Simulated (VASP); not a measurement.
Write the native input for VASP 6.6.1 that does the following.

* Task: single point
* Functional: PBE-based screened hybrid with 25 % exact exchange
* Potentials or basis: VASP PAW PBE potentials, release 64 (Mn_pv, S)
* Cutoff: 520 eV
* k mesh: 5 × 5 × 5
* Occupations: fermi-dirac, width 0.05 eV
* Spin: collinear spin, ferromagnetic start
* Starting moments: [4.0, 0.0] μB
* Dipole correction: no
* Grid for exact exchange (PRECFOCK): Normal
* Share of exact exchange: 0.25
* Further INCAR settings: ALGO = Normal; EDIFF = 1e-06; NBANDS = 20
* Screening parameter: 0.3 1/Å

MnS:

```
Mn S
1.0
     0.00000    2.62378    2.62378
     2.62378    0.00000    2.62378
     2.62378    2.62378    0.00000
Mn S
1 1
Direct
  0.00000 0.00000 0.00000
  0.50000 0.50000 0.50000
```

The input as run:

POSCAR

```
MnS
1.0
    0.0000000000      2.6237837105      2.6237837105
    2.6237837105      0.0000000000      2.6237837105
    2.6237837105      2.6237837105      0.0000000000
Mn S
1 1
Direct
    0.0000000000      0.0000000000      0.0000000000
    0.5000000000      0.5000000000      0.5000000000
```

INCAR.step1

```
SYSTEM = MnS
ALGO = Normal
EDIFF = 1E-5
ENCUT = 520
GGA = PE
ISIF = 2
ISMEAR = -1
ISPIN = 2
LASPH = .True.
LCHARG = .False.
LMAXMIX = 4
LORBIT = 11
LREAL = .False.
LWAVE = .True.
MAGMOM = 4 0
NBANDS = 20
NELM = 150
PREC = Accurate
SIGMA = 0.05
```

INCAR.step2

```
SYSTEM = MnS
AEXX = 0.25
ALGO = Normal
EDIFF = 1E-6
ENCUT = 520
GGA = PE
HFSCREEN = 0.3
ISIF = 2
ISMEAR = -1
ISPIN = 2
ISTART = 1
LASPH = .True.
LCHARG = .False.
LHFCALC = .True.
LMAXMIX = 4
LORBIT = 11
LREAL = .False.
LWAVE = .False.
MAGMOM = 4 0
NBANDS = 20
NELM = 150
PREC = Accurate
PRECFOCK = Normal
SIGMA = 0.05
```

KPOINTS

```
k-points
0
Gamma
  5 5 5
  0 0 0
```

Potentials or basis: VASP PAW PBE potentials, release 64 (Mn_pv, S).

Run with:

```console
$ cat potpaw_PBE.64/Mn_pv/POTCAR potpaw_PBE.64/S/POTCAR > POTCAR
$ cp INCAR.step1 INCAR
$ mpirun -np 1 vasp_std > vasp.out
$ cp INCAR.step2 INCAR
$ mpirun -np 1 vasp_std > vasp.out
```

It gave:

```
Pressure                                              : 0.0 GPa
Band gap on the k mesh                                : 1.12 eV (least direct gap 3.20 eV)
Net moment                                            : 5.00 μB per cell
Site moments                                          : Mn +4.56; S +0.11 μB
Valence electrons inside the program's atomic spheres : Mn 11.24; S 3.79
```

Caveat: the PAW data sets were made with another functional, which shifts forces and pressure a little; an odd mesh through Γ misses points on the zone boundary, where band edges can lie; a cell with one magnetic atom can't hold antiferromagnetic order, which such compounds often take.

Run time: 65 min on 1 thread of Intel(R) Xeon(R) Platinum 8375C CPU @ 2.90GHz (Ice Lake), with other jobs on the host, peak memory 0.29 GiB.
